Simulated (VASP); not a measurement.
# W5C in VASP: a series of runs

Runs on W5C. Level: PBEsol. Tasks: single point, relaxation of the atoms.

Program: VASP 6.6.1. These are calculated values, not measurements. Logs are shortened: lines on timing, memory, paths and dates and some standing lists are left out, and cuts for length are marked.

## Step 1: The cell of the first run

The cell holds a slab with vacuum, 6 atoms: a = 3.154 Å, b = 3.154 Å, c = 25.309 Å, α = 90.00°, β = 90.00°, γ = 90.00°.

## Step 2: Single point, PBEsol

INCAR reads:

```
PREC = Accurate
ENCUT = 520
EDIFF = 1E-6
ISMEAR = 0
SIGMA = 0.1
LREAL = F
LASPH = T
NELM = 60
ALGO = Normal
ISIF = 2
LWAVE = F
LCHARG = F
LDIPOL = T
IDIPOL = 3
DIPOL = 0.5 0.5 0.493
GGA = PS
NBANDS = 46
```

KPOINTS reads:

```
regular mesh
0
Gamma
  9 9 1
```

POSCAR reads:

```
W5C
1.0
    3.1543602768      0.0000000000      0.0000000000
    0.0000000000      3.1543602768      0.0000000000
    0.0000000000      0.0000000000     25.3087205537
W C
5 1
Direct
    0.5000000000      0.5000000000      0.3358526158
    0.0000000000      0.0000000000      0.3981702717
    0.5000000000      0.5000000000      0.4596768671
    0.0000000000      0.0000000000      0.5229887837
    0.5000000000      0.5000000000      0.5854464528
    0.5000000000      0.5000000000      0.6587215309
```

Potentials or basis: VASP PAW PBE potentials, release 64 (W_sv, C).

Started as:

```console
cat potpaw_PBE.64/W_sv/POTCAR potpaw_PBE.64/C/POTCAR > POTCAR
mpirun -np 1 vasp_std > vasp.out
```

OUTCAR:

```text
PREC = Accurate
   ENCUT = 520
   EDIFF = 1E-6
   ISMEAR = 0
   LREAL = F
   LASPH = T
   NELM = 60
   ISIF = 2
   GGA = PS

 ion  position               nearest neighbor table
   1  0.500  0.500  0.336-   2 2.73   2 2.73   2 2.73   2 2.73   3 3.13
   2  0.000  0.000  0.398-   3 2.72   3 2.72   3 2.72   3 2.72   1 2.73   1 2.73   1 2.73   1 2.73
                             4 3.16
   3  0.500  0.500  0.460-   2 2.72   2 2.72   2 2.72   2 2.72   4 2.75   4 2.75   4 2.75   4 2.75
                             1 3.13   5 3.18
   4  0.000  0.000  0.523-   5 2.73   5 2.73   5 2.73   5 2.73   3 2.75   3 2.75   3 2.75   3 2.75
                             2 3.16
   5  0.500  0.500  0.585-   6 1.85   4 2.73   4 2.73   4 2.73   4 2.73   3 3.18
   6  0.500  0.500  0.659-   5 1.85

  LATTYP: Found a simple tetragonal cell.
 ALAT       =     3.1543602768
 C/A-ratio  =     8.0234083405

  Lattice vectors:

 A1 = (   3.1543602768,   0.0000000000,   0.0000000000)
 A2 = (   0.0000000000,   3.1543602768,   0.0000000000)
 A3 = (   0.0000000000,   0.0000000000,  25.3087205537)

Analysis of symmetry for initial positions (statically):
=====================================================================
 Subroutine PRICEL returns:
 Original cell was already a primitive cell.

 Routine SETGRP: Setting up the symmetry group for a
 simple tetragonal supercell.

 Subroutine GETGRP returns: Found  8 space group operations
 (whereof  8 operations were pure point group operations)
 out of a pool of 16 trial point group operations.

The static configuration has the point symmetry C_4v.

Analysis of symmetry for dynamics (positions and initial velocities):
=====================================================================
 Subroutine PRICEL returns:
 Original cell was already a primitive cell.

 Routine SETGRP: Setting up the symmetry group for a
 simple tetragonal supercell.

 Subroutine GETGRP returns: Found  8 space group operations
 (whereof  8 operations were pure point group operations)
 out of a pool of 16 trial point group operations.

The dynamic configuration has the point symmetry C_4v.

 Subroutine INISYM returns: Found  8 space group operations
 (whereof  8 operations are pure point group operations),
 and found     1 'primitive' translations

----------------------------------------------------------------------------------------

                                     Primitive cell

  volume of cell :     251.8215

  direct lattice vectors                    reciprocal lattice vectors
     3.154360277  0.000000000  0.000000000     0.317021492  0.000000000  0.000000000
     0.000000000  3.154360277  0.000000000     0.000000000  0.317021492  0.000000000
     0.000000000  0.000000000 25.308720554     0.000000000  0.000000000  0.039512072

  length of vectors
     3.154360277  3.154360277 25.308720554     0.317021492  0.317021492  0.039512072

  position of ions in fractional coordinates (direct lattice)
     0.500000000  0.500000000  0.335852616
     0.000000000  0.000000000  0.398170272
     0.500000000  0.500000000  0.459676867
     0.000000000  0.000000000  0.522988784
     0.500000000  0.500000000  0.585446453
     0.500000000  0.500000000  0.658721531

  ion indices of the primitive-cell ions
   primitive index   ion index
                 1           1
                 2           2
                 3           3
                 4           4
                 5           5
                 6           6

----------------------------------------------------------------------------------------

 KPOINTS: regular mesh

Automatic generation of k-mesh.
 Grid dimensions read from file:
 generate k-points for:    9    9    1

 Generating k-lattice:

  Cartesian coordinates                     Fractional coordinates (reciprocal lattice)
     0.035224610  0.000000000  0.000000000     0.111111111  0.000000000  0.000000000
     0.000000000  0.035224610  0.000000000     0.000000000  0.111111111  0.000000000
     0.000000000  0.000000000  0.039512072     0.000000000  0.000000000  1.000000000

  Length of vectors
     0.035224610  0.035224610  0.039512072

  Shift w.r.t. Gamma in fractional coordinates (k-lattice)
     0.000000000  0.000000000  0.000000000

 Subroutine IBZKPT returns following result:
 ===========================================

 Found     15 irreducible k-points:

 Following reciprocal coordinates:
            Coordinates               Weight
  0.000000  0.000000  0.000000      1.000000
  0.111111  0.000000  0.000000      4.000000
  0.222222  0.000000  0.000000      4.000000
  0.333333  0.000000  0.000000      4.000000
  0.444444  0.000000  0.000000      4.000000
  0.111111  0.111111  0.000000      4.000000
  0.222222  0.111111  0.000000      8.000000
  0.333333  0.111111  0.000000      8.000000
  0.444444  0.111111  0.000000      8.000000
  0.222222  0.222222  0.000000      4.000000
  0.333333  0.222222  0.000000      8.000000
  0.444444  0.222222  0.000000      8.000000
  0.333333  0.333333  0.000000      4.000000
  0.444444  0.333333  0.000000      8.000000
  0.444444  0.444444  0.000000      4.000000
   k-points           NKPTS =     15   k-points in BZ     NKDIM =     15   number of bands    NBANDS=     46
   number of dos      NEDOS =    301   number of ions     NIONS =      6
   total plane-waves  NPLWV = 110592
   dimension x,y,z NGX =    24 NGY =   24 NGZ =  192
   dimension x,y,z NGXF=    48 NGYF=   48 NGZF=  384
   ions per type =               5   1
   NGX,Y,Z   is equivalent  to a cutoff of  12.65, 12.65, 12.61 a.u.
   NGXF,Y,Z  is equivalent  to a cutoff of  25.30, 25.30, 25.22 a.u.
 SYSTEM =  unknown system
   PREC   = accura    normal or accurate (medium, high low for compatibility)
   ISTART =      0    job   : 0-new  1-cont  2-samecut
   ICHARG =      2    charge: 1-file 2-atom 10-const
   ISPIN  =      1    spin polarized calculation?
   LNONCOLLINEAR =      F non collinear calculations
   LSORBIT =      F    spin-orbit coupling
   LASPH  =      T    aspherical Exc in radial PAW
   ENCUT  =  520.0 eV  38.22 Ry    6.18 a.u.   5.87  5.87 47.06*2*pi/ulx,y,z
   NELM   =     60;   NELMIN=  2; NELMDL= -5     # of ELM steps
   EDIFF  = 0.1E-05   stopping-criterion for ELM
   LREAL  =      F    real-space projection
   EDIFFG = 0.1E-04   stopping-criterion for IOM
   NSW    =      0    number of steps for IOM
   IBRION =     -1    ionic relax: 0-MD 1-quasi-New 2-CG
   NFREE  =      0    steps in history (QN), initial steepest desc. (CG)
   ISIF   =      2    stress and relaxation
   ISYM   =      2    0-nonsym 1-usesym 2-fastsym
   POTIM  = 0.5000    time-step for ionic-motion
   TEBEG  =    0.0;   TEEND  =   0.0 temperature during run
   PSTRESS=    0.0 pullay stress
   NELECT =      74.0000    total number of electrons
   NUPDOWN=      -1.0000    fix difference up-down
   EMIN   =  10.00;   EMAX   =-10.00  energy-range for DOS
   EFERMI =   0.00;   METHOD = LEGACY
   ISMEAR =     0;   SIGMA  =   0.10  broadening in eV -4-tet -1-fermi 0-gaus
   EFERMI_NEDOS =   21; number of points for ismear=-14 and -15
   IALGO  =     38    algorithm
   IMIX   =      4    mixing-type and parameters
     AMIX     =   0.40;   BMIX     =  1.00
     AMIX_MAG =   1.60;   BMIX_MAG =  1.00
  volume/ion in A,a.u.               =      41.97       283.23
  Fermi-wavevector in a.u.,A,eV,Ry     =   1.088398  2.056774 16.117606  1.184611
  Thomas-Fermi vector in A             =   2.224579
   LORBIT       =      0    0 simple, 1 ext, 2 COOP (PROOUT), +10 PAW based schemes
   GGA     = PS    functional components
   LHFCALC =     F    Hartree Fock is set to
   AEXX    =    0.0000 exact exchange contribution
   IVDW    =     0    specifies the selected vdW correction
   LEPSILON=     F    determine dielectric tensor
   LRPA    =     F    only Hartree local field effects (RPA)
 non-spin polarized calculation
 Gauss-broadening in eV      SIGMA  =   0.10
  energy-cutoff  :      520.00
  volume of cell :      251.82
 maximum number of plane-waves:      6860
 NGX is ok and might be reduce to    24
   NGX = 11   NGY = 11   NGZ = 95

 dipolmoment           0.000000      0.000000     -0.045546 electrons x Angstroem

 number of electron      74.0000003 magnetization

 dipolmoment           0.000000      0.000000      0.153497 electrons x Angstroem

 Free energy of the ion-electron system (eV)
  ---------------------------------------------------
  ext. energy  EPLUGINS =         0.00000000
  ---------------------------------------------------
  free energy    TOTEN  =       -69.54721305 eV

  energy without entropy =      -69.50250476  energy(sigma->0) =      -69.52485891

 E-fermi :  -0.1124     XC(G=0):  -5.7012

 val. band max:       -0.1210033148   @ k =   0.3333   0.3333   0.0000
 cond. band min:      -0.0968949173   @ k =   0.2222   0.2222   0.0000
 fundamental gap:      0.0241083974
 Fermi energy:        -0.1123939280

 k-point     1 :       0.0000    0.0000    0.0000
  band No.  band energies     occupation
      1     -74.0728      2.00000
      2     -74.0264      2.00000
      3     -73.8245      2.00000
      4     -73.6538      2.00000
      5     -73.2893      2.00000
      6     -38.5119      2.00000
[... 38 lines left out ...]
     45       2.8483      0.00000
     46       3.0932      0.00000

 k-point     2 :       0.1111    0.0000    0.0000
  band No.  band energies     occupation
      1     -74.0681      2.00000
      2     -74.0243      2.00000
      3     -73.8270      2.00000
      4     -73.6527      2.00000
      5     -73.2894      2.00000
      6     -38.5505      2.00000
[... 38 lines left out ...]
     45       2.4822      0.00000
     46       2.6458      0.00000

 k-point     3 :       0.2222    0.0000    0.0000
  band No.  band energies     occupation
      1     -74.0563      2.00000
      2     -74.0182      2.00000
      3     -73.8340      2.00000
      4     -73.6499      2.00000
      5     -73.2898      2.00000
      6     -38.6616      2.00000
[... 577 lines left out ...]
     45       3.2113      0.00000
     46       3.3572      0.00000

 k-point    15 :       0.4444    0.4444    0.0000
  band No.  band energies     occupation
      1     -74.0262      2.00000
      2     -73.9909      2.00000
      3     -73.8436      2.00000
      4     -73.6351      2.00000
      5     -73.2820      2.00000
      6     -38.7977      2.00000
[... 38 lines left out ...]
     45       3.3926      0.00000
     46       3.5556      0.00000

------------------------ aborting loop because EDIFF is reached ----------------------------------------

 vacuum level on the upper side and lower side of the slab       (xc-potential included)         1.357        -1.374

  FORCE on cell =-STRESS in cart. coord.  units (eV):
  Direction    XX          YY          ZZ          XY          YZ          ZX
  --------------------------------------------------------------------------------------
  -------------------------------------------------------------------------------------
  Total       -8.3291998     -8.3291998     -2.1331719      0.0000000      0.0000000      0.0000000
  in kB      -52.9933141    -52.9933141    -13.5719941      0.0000000      0.0000000      0.0000000
  external PRESSURE =     -39.8528741 kB  Pullay stress =       0.0000000 kB

 VOLUME and BASIS-vectors are now :
 -----------------------------------------------------------------------------
  energy-cutoff  :      520.00
  volume of cell :      251.82
      direct lattice vectors                 reciprocal lattice vectors
     3.154360277  0.000000000  0.000000000     0.317021492  0.000000000  0.000000000
     0.000000000  3.154360277  0.000000000     0.000000000  0.317021492  0.000000000
     0.000000000  0.000000000 25.308720554     0.000000000  0.000000000  0.039512072

 POSITION                                       TOTAL-FORCE (eV/Angst)
 -----------------------------------------------------------------------------------
      1.57718      1.57718      8.50000        -0.000000     -0.000000      1.572416
      0.00000      0.00000     10.07718        -0.000000     -0.000000     -1.617251
      1.57718      1.57718     11.63383         0.000000     -0.000000     -0.003895
      0.00000      0.00000     13.23618        -0.000000     -0.000000      0.016773
      1.57718      1.57718     14.81690        -0.000000      0.000000     -0.077201
      1.57718      1.57718     16.67140        -0.000000     -0.000000      0.109157
 -----------------------------------------------------------------------------------
    total drift:                                0.000000     -0.000000      0.000369

  FREE ENERGIE OF THE ION-ELECTRON SYSTEM (eV)
  ---------------------------------------------------
  free  energy   TOTEN  =       -69.5472130538 eV

  energy  without entropy=      -69.5025047632  energy(sigma->0) =      -69.52485891

 vacuum level on the upper side and lower side of the slab         7.007         4.216
```

It took 14 min on 1 thread of Intel Xeon 8259CL, shared host; peak memory 0.4 GiB.

What came out:

| Quantity | Value |
| --- | --- |
| Free energy | -69.5472 eV |
| Largest force | 1.617 eV/Å |
| Band gap on the k mesh | zero (bands 37 and 38 overlap by 0.46 eV) |

Forces in eV/Å, atoms in the order of the input:
```
W    0.000  0.000  1.572
W    0.000  0.000 -1.617
W    0.000  0.000 -0.004
W    0.000  0.000  0.017
W    0.000  0.000 -0.077
C    0.000  0.000  0.109
```

Levels at points of the mesh, in eV from the Fermi level:
```
           k point  band 33  band 34  band 35  band 36  band 37  band 38  band 39  band 40  band 41  band 42
(0.00, 0.00, 0.00)    -0.73    -0.73    -0.63    -0.25    -0.10    -0.10    -0.07     0.58     1.30     1.30
```

Caveat: the PAW data sets were made with another functional, which shifts forces and pressure a little; spin-orbit coupling is left out, which moves the levels of the heavy elements.

## Step 3: Single point, PBEsol

INCAR reads:

```
SYSTEM = W5C
  PREC = Accurate
  ENCUT = 520
  EDIFF = 1E-6
  ISMEAR = 0
  SIGMA = 0.1
  LREAL = .FALSE.
  LASPH = .TRUE.
  NELM = 60
  ALGO = Normal
  ISIF = 2
  LWAVE = .FALSE.
  LCHARG = .FALSE.
  LDIPOL = .TRUE.
  IDIPOL = 3
  DIPOL = 0.5 0.5 0.485
  GGA = PS
  NBANDS = 46
```

KPOINTS reads:

```
regular mesh
0
G
  9 9 1
  0 0 0
```

POSCAR reads:

```
W5C
1.0
    3.1543602768      0.0000000000      0.0000000000
    0.0000000000      3.1543602768      0.0000000000
    0.0000000000      0.0000000000     25.3087205537
W C
5 1
Direct
    0.5000000000      0.5000000000      0.3358526158
    0.0000000000      0.0000000000      0.3981702717
    0.5000000000      0.5000000000      0.4604245957
    0.0000000000      0.0000000000      0.5204336149
    0.5000000000      0.5000000000      0.5899767485
    0.0000000000      0.0000000000      0.6044091908
```

Potentials or basis: VASP PAW PBE potentials, release 64 (W_sv, C).

Started as:

```console
cat potpaw_PBE.64/W_sv/POTCAR potpaw_PBE.64/C/POTCAR > POTCAR
mpirun -np 1 vasp_std > vasp.out
```

It took 10 min on 1 thread of Intel Xeon 8259CL, shared host; peak memory 0.4 GiB.

Results (log left out):

| Property | Result |
| --- | --- |
| Free energy | -74.0390 eV |
| Largest force | 1.811 eV/Å |
| Band gap on the k mesh | zero (bands 37 and 38 overlap by 1.37 eV) |

Forces on the atoms (eV/Å):
```
W    0.000  0.000  1.771
W    0.000  0.000 -1.811
W    0.000  0.000 -0.023
W    0.000  0.000  0.017
W    0.000  0.000 -0.009
C    0.000  0.000  0.054
```

Levels at points of the mesh, in eV from the Fermi level:
```csv
k point,band 35,band 36,band 37,band 38,band 39,band 40
"(0.00, 0.00, 0.00)",-0.91,-0.90,-0.83,-0.29,0.02,0.11
```

Caveat: the PAW data sets were made with another functional, which shifts forces and pressure a little; spin-orbit coupling is left out, which moves the levels of the heavy elements.

## Step 4: Relaxation of the atoms, PBEsol

INCAR reads:

```
SYSTEM = W5C
ALGO = Fast
DIPOL = 0.5 0.5 0.495
EDIFF = 1E-6
EDIFFG = -0.03
ENCUT = 520
GGA = PS
IBRION = 2
IDIPOL = 3
ISIF = 2
ISMEAR = 0
LASPH = .True.
LCHARG = .False.
LDIPOL = .True.
LREAL = .False.
LWAVE = .False.
NELM = 100
NSW = 90
PREC = Accurate
SIGMA = 0.1
```

KPOINTS reads:

```
k-points
0
Gamma
  9 9 1
  0 0 0
```

POSCAR reads:

```
W5C
1.0
    3.1543602768      0.0000000000      0.0000000000
    0.0000000000      3.1543602768      0.0000000000
    0.0000000000      0.0000000000     25.3087205537
W C
5 1
Selective dynamics
Direct
    0.5000000000      0.5000000000      0.3358526158  F F F
    0.0000000000      0.0000000000      0.3981702717  F F F
    0.5000000000      0.5000000000      0.4591284181  T T T
    0.0000000000      0.0000000000      0.5233039978  T T T
    0.5000000000      0.5000000000      0.5784891153  T T T
    0.5000000000      0.5000000000      0.6725278478  T T T
```

Started as:

```console
cat potpaw_PBE.64/W_sv/POTCAR potpaw_PBE.64/C/POTCAR > POTCAR
mpirun -np 1 vasp_std > vasp.out
```

Wall time 74 min (1 thread of Oxide Virtual Turin-like, shared host); peak memory 0.39 GiB.

It converged, with:

* Free energy: -69.5476 eV
* Energy gained by relaxing: 249.0 meV/atom
* Ionic steps: 20
* Band gap on the k mesh: zero (bands 37 and 38 overlap by 0.45 eV)

The path:
| step | energy change (eV) | largest force on free atoms (eV/Å) | pressure (GPa) |
| --- | --- | --- | --- |
| 1 | 0.0000 | 4.6680 | -4.69 |
| 2 | -1.2789 | 2.3628 | -5.79 |
| 3 | -1.3599 | 1.4300 | -5.17 |
| 4 | -1.3675 | 1.3576 | -5.39 |
| 5 | -1.3679 | 1.3790 | -5.33 |
| 6 | -1.4406 | 1.5522 | -4.73 |
| 7 | -1.4412 | 1.4504 | -4.79 |
| 8 | -1.4781 | 0.4304 | -4.85 |
| 9 | -1.4838 | 0.1642 | -4.87 |
| 10 | -1.4858 | 0.1255 | -4.81 |
| 11 | -1.4874 | 0.1723 | -4.71 |
| 12 | -1.4892 | 0.1335 | -4.63 |
| 13 | -1.4922 | 0.1922 | -4.38 |
| 14 | -1.4891 | 0.4329 | -3.86 |
| 15 | -1.4926 | 0.2478 | -4.25 |
| 16 | -1.4934 | 0.1544 | -4.22 |
| 17 | -1.4940 | 0.0613 | -4.16 |
| 18 | -1.4940 | 0.0649 | -4.15 |
| 19 | -1.4941 | 0.0443 | -4.15 |
| 20 | -1.4942 | 0.0135 | -4.14 |

Final structure:
```
W C
1.0
     3.15436    0.00000    0.00000
     0.00000    3.15436    0.00000
     0.00000    0.00000   25.30872
W C
5 1
Direct
  0.50000 0.50000 0.33585
  0.00000 0.00000 0.39817
  0.50000 0.50000 0.45979
  0.00000 0.00000 0.52325
  0.50000 0.50000 0.58576
  0.50000 0.50000 0.65924
```

Levels at points of the mesh, in eV from the Fermi level:
```
           k point  band 35  band 36  band 37  band 38  band 39  band 40
(0.00, 0.00, 0.00)    -0.62    -0.25    -0.09    -0.09    -0.07     0.59
```

Caveat: the PAW data sets were made with another functional, which shifts forces and pressure a little; spin-orbit coupling is left out, which moves the levels of the heavy elements.

## Step 5: The runs side by side

```tsv
task	cell	atoms held fixed (from 0)	gap on the mesh (eV)	largest force (eV/Å)
single point	as given, atomic positions A	-	none	1.62
single point	as given, atomic positions B	-	none	1.81
relaxation of the atoms	atoms relaxed, atomic positions C	[0, 1]	none	-
```

Alike in all rows: level PBEsol; potentials or basis VASP PAW PBE potentials, release 64 (W_sv, C); no spin polarisation; k mesh 9 × 9 × 1; cutoff (eV) 520; smearing gaussian 0.1 eV.

Caveats: the PAW data sets were made with another functional, which shifts forces and pressure a little; spin-orbit coupling is left out, which moves the levels of the heavy elements.

Absolute energies hang on the potentials; compare differences alone.

The gap in the log of VASP goes by the Fermi energy; the results here count the filled bands.